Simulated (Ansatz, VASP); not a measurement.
**Pd in VASP and in Ansatz**

```
Pd
1.0
     0.00000    1.92019    1.92019
     1.92019    0.00000    1.92019
     1.92019    1.92019    0.00000
Pd
1
Direct
  0.00000 0.00000 0.00000
```

Alike in both runs: task single point; functional r2SCAN; dispersion rVV10; k mesh 12 × 12 × 12; occupations fermi-dirac, width 0.05 eV; no spin polarisation.

```csv
,VASP,Ansatz
version,VASP 6.6.1,Ansatz 0.2.0
potentials or method,"VASP PAW PBE potentials, release 64 (Pd_sv_GW)",Ansatz PAW
plane-wave cutoff (eV),590,500
valence electrons in the cell,18,18
```

|  | VASP | Ansatz | Ansatz less VASP |
| --- | --- | --- | --- |
| gap on the k mesh at the Fermi level (eV) | none | none | - |
| pressure (GPa) | 7.1 | 8.2 | +1.16 |

VASP's potentials were made for PBE, not for r2SCAN. A gap of «none» marks a metal or a gap that the smearing closes.
